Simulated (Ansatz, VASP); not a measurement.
# One calculation of Sb3Au, two programs

The input INCAR:

```
SYSTEM = Sb3Au
PREC     = Accurate       ! precision mode
ENCUT    = 520            ! plane-wave cutoff, eV
EDIFF    = 1E-6           ! SCF threshold, eV
ISMEAR   = -1             ! smearing method
SIGMA    = 0.05           ! smearing width, eV
LREAL    = .FALSE.        ! projectors in reciprocal space
LASPH    = .TRUE.         ! aspherical terms in the spheres
NELM     = 100            ! most SCF steps
ALGO     = Normal         ! electronic algorithm
ISIF     = 2              ! what is computed and relaxed
LWAVE    = .FALSE.        ! write WAVECAR
LCHARG   = .TRUE.         ! write CHGCAR
LELF     = .TRUE.         ! ELF
LVHAR    = .TRUE.       
NBANDS   = 21             ! bands
```

The input KPOINTS:

```
Automatic mesh
0
G
  10 10 10
  0 0 0
```

The input POSCAR:

```
Sb3Au
1.0
   -3.0298327000      3.0298327000      3.0298327000
    3.0298327000     -3.0298327000      3.0298327000
    3.0298327000      3.0298327000     -3.0298327000
Sb Au
3 1
Direct
    0.0000000000      0.5000000000      0.5000000000
    0.5000000000      0.0000000000      0.5000000000
    0.5000000000      0.5000000000      0.0000000000
    0.0000000000      0.0000000000      0.0000000000
```

Input for Ansatz:

```yaml
crystal:
  lattice:
    - [-3.0298327, 3.0298327, 3.0298327]
    - [3.0298327, -3.0298327, 3.0298327]
    - [3.0298327, 3.0298327, -3.0298327]
  atoms:
    - { symbol: Sb, position: [0.0, 0.5, 0.5] }
    - { symbol: Sb, position: [0.5, 0.0, 0.5] }
    - { symbol: Sb, position: [0.5, 0.5, 0.0] }
    - { symbol: Au, position: [0.0, 0.0, 0.0] }
kpoints:
  mp_grid: { grid: [10, 10, 10] }
  band_path:
    path:
      - [0.0, 0.0, 0.0]
      - [0.5, -0.5, 0.5]
      - [0.0, 0.0, 0.5]
      - [0.0, 0.0, 0.0]
      - [0.25, 0.25, 0.25]
      - [0.5, -0.5, 0.5]
      - [0.25, 0.25, 0.25]
      - [0.0, 0.0, 0.5]
    npoints: 5
scf:
  occupations: { method: fermi_dirac, width: 0.05 }
hamiltonian:
  xc: lda
  pseudopotentials: { kind: all_electron, lapw: { basis_error: 0.001 } }
output:
  forces: true
  stress: true
  eigenvalues: true
```

Change from the starting cell: volume scaled by 0.99.

Alike in both runs: task single point; functional LDA; k mesh 10 × 10 × 10; occupations fermi-dirac, width 0.05 eV; no spin polarisation.

```csv
,VASP,Ansatz
version,VASP 6.6.1,Ansatz 0.2.0
potentials or method,"VASP PAW LDA potentials, release 64 (Sb, Au), cutoff 520 eV","all-electron LAPW, scalar-relativistic"
```

Ansatz gave:

- pressure (GPa): -7.4

What did VASP give for the same quantities?

Pressure (GPa): -7.3.

LDA's correlation is that of Perdew and Zunger in VASP and of Perdew and Wang (1992) in Ansatz. Ansatz ran all-electron here, and VASP with PAW potentials.

Neither program's run includes spin-orbit coupling.
